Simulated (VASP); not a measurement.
The system is AlHCl4.

```xyz
6
Lattice="4.4843 0.0000 0.0000 0.0000 4.4843 0.0000 0.0000 0.0000 6.4729" Properties=species:S:1:pos:R:3 pbc="T T T"
Al    2.2421    2.2421    0.0000
H     0.0000    0.0000    3.2365
Cl    2.2421    0.0000    1.7201
Cl    2.2421    0.0000    4.7528
Cl    0.0000    2.2421    4.7528
Cl    0.0000    2.2421    1.7201
```

The cell was generated, and may not be a known phase.

```yaml
Program: VASP 6.6.1
Task: relaxation of cell and atoms
Functional: PBE
Potentials_or_basis: VASP PAW PBE potentials, release 64 (Al, H, Cl)
Cutoff: 600 eV
k_mesh: 4 × 4 × 4
Occupations: gaussian, width 0.1 eV
Spin: no spin polarisation
```

At the start: pressure -5.7 GPa; volume 21.69 Å³/atom.

**Question.** Where does the relaxation end?

**Answer.** Over 8 steps the energy falls by 145.7 meV/atom and the volume is 19.12 Å³/atom (-11.9 %); space group P4/mmm (No. 123, to 0.1 Å) before and after.

Step by step:
```
step  energy change (eV)  largest force (eV/Å)  pressure (GPa)  volume (Å³)
   1              0.0000                1.3604           -5.71       130.16
   2             -0.6631                0.8911           -1.81       116.11
   3             -0.7508                0.4581            1.64       109.34
   4             -0.7521                0.5054            1.27       109.94
   5             -0.8313                0.2433            1.04       111.11
   6             -0.8683                0.0678            0.96       112.82
   7             -0.8733                0.0429           -0.34       115.49
   8             -0.8742                0.0131            0.02       114.72
```

Final structure:
```
Al H Cl
1.0
     4.27856    0.00000    0.00000
     0.00000    4.27856    0.00000
     0.00000    0.00000    6.26685
Al H Cl
1 1 4
Direct
  0.50000 0.50000 0.00000
  0.00000 0.00000 0.50000
  0.50000 0.00000 0.23715
  0.50000 0.00000 0.76285
  0.00000 0.50000 0.76285
  0.00000 0.50000 0.23715
```
